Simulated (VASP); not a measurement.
A run of VASP 6.6.1:

POSCAR

```
CeO2
1.0
    0.0000000000      2.7116773003      2.7116773003
    2.7116773003      0.0000000000      2.7116773003
    2.7116773003      2.7116773003      0.0000000000
Ce O
1 2
Direct
    0.0000000000      0.0000000000      0.0000000000
    0.2500000000      0.2500000000      0.2500000000
    0.7500000000      0.7500000000      0.7500000000
```

The input INCAR.step1:

```
PREC = Accurate
ENCUT = 520
EDIFF = 1E-5
ISMEAR = -1
SIGMA = 0.05
LREAL = False
LASPH = True
NELM = 80
ALGO = Normal
ISIF = 2
LWAVE = True
LCHARG = False
NBANDS = 19
GGA = PE
```

The input INCAR.step2:

```
PREC = Accurate
ENCUT = 520
EDIFF = 1E-6
ISMEAR = -1
SIGMA = 0.05
LREAL = False
LASPH = True
NELM = 80
ALGO = Normal
ISIF = 2
LWAVE = False
LCHARG = False
GGA = PE
LHFCALC = True
HFSCREEN = 0.2079
PRECFOCK = Normal
NBANDS = 19
ISTART = 1
```

KPOINTS

```
Automatic mesh
0
Gamma
  4 4 4
```

Potentials or basis: VASP PAW PBE potentials, release 64 (Ce, O).

Launch:

```console
$ cat potpaw_PBE.64/Ce/POTCAR potpaw_PBE.64/O/POTCAR > POTCAR
$ cp INCAR.step1 INCAR
$ mpirun -np 1 vasp_std > vasp.out
$ cp INCAR.step2 INCAR
$ mpirun -np 1 vasp_std > vasp.out
```

Hardware: 1 thread of Intel(R) Xeon(R) Platinum 8375C CPU @ 2.90GHz (Ice Lake), on a shared host.

Q: Estimate the wall time of this run.

A: Wall time 24 min on 1 thread of Intel(R) Xeon(R) Platinum 8375C CPU @ 2.90GHz (Ice Lake), with other jobs on the host, peak memory 0.28 GiB. Counts: k points 8.
